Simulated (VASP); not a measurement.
Set up this calculation in VASP 6.6.1, as the native input.

* Task: single point
* Functional: PBE
* Potentials or basis: VASP PAW PBE potentials, release 64 (Dy_3, O), 4f in core
* Cutoff: 600 eV
* k mesh: 6 × 6 × 6
* Occupations: gaussian, width 0.1 eV
* Spin: no spin polarisation
* Dipole correction: no
* Mended: yes
* Further INCAR settings: ALGO = Normal; EDIFF = 1e-06; NBANDS = 18

The structure of DyO2 lies in POSCAR:

```
DyO2
1.0
    3.9932778400      0.0000000000      0.0000000000
   -1.9966389200      3.4582800500      0.0000000000
    0.0000000000      0.0000000000      2.9768790800
Dy O
1 2
Direct
    0.0000000000      0.0000000000      0.0000000000
    0.3333333300      0.6666666700      0.5000000000
    0.6666666700      0.3333333300      0.5000000000
```

The cell was built from a structure type or drawn by symmetry, and may not be a known phase.

These files were run (other wordings do the same):

INCAR

```
SYSTEM = DyO2
PREC     = Accurate       ! precision mode
ENCUT    = 600            ! plane-wave cutoff, eV
EDIFF    = 1E-6           ! SCF threshold, eV
ISMEAR   = 0              ! smearing method
SIGMA    = 0.1            ! smearing width, eV
LREAL    = .False.        ! projectors in reciprocal space
LASPH    = .True.         ! aspherical terms in the spheres
NELM     = 200            ! most SCF steps
ALGO     = Normal         ! electronic algorithm
ISIF     = 2              ! what is computed and relaxed
LWAVE    = .False.        ! write WAVECAR
LCHARG   = .False.        ! write CHGCAR
GGA      = PE             ! functional
NBANDS   = 18             ! bands
GGA_COMPAT= .False.      
LMAXMIX  = 6              ! l up to which the mixer works
```

KPOINTS

```
Automatic mesh
0
Gamma
  6 6 6
  0 0 0
```

Potentials or basis: VASP PAW PBE potentials, release 64 (Dy_3, O), 4f in core.

Command:

```sh
$ cat potpaw_PBE.64/Dy_3/POTCAR potpaw_PBE.64/O/POTCAR > POTCAR
$ mpirun -np 1 vasp_std > vasp.out
```

Results of the run:

```
Pressure               : -19.3 GPa
Band gap on the k mesh : zero (an odd number of electrons rules out a gap without spin polarisation)
```

Caveat: the cell stands under tension; spin-orbit coupling is left out, which moves the levels of the heavy elements; the 4f electrons are frozen in the core, so they carry no moment and show no levels; an odd number of electrons without spin polarisation forces a metal; a magnetic or distorted state may lie lower; the run has no spin polarisation, though such a crystal can be magnetic.

Run time: 9.2 s on 1 thread of Intel(R) Xeon(R) 6975P-C (Granite Rapids) (shared host), peak memory 0.18 GiB.
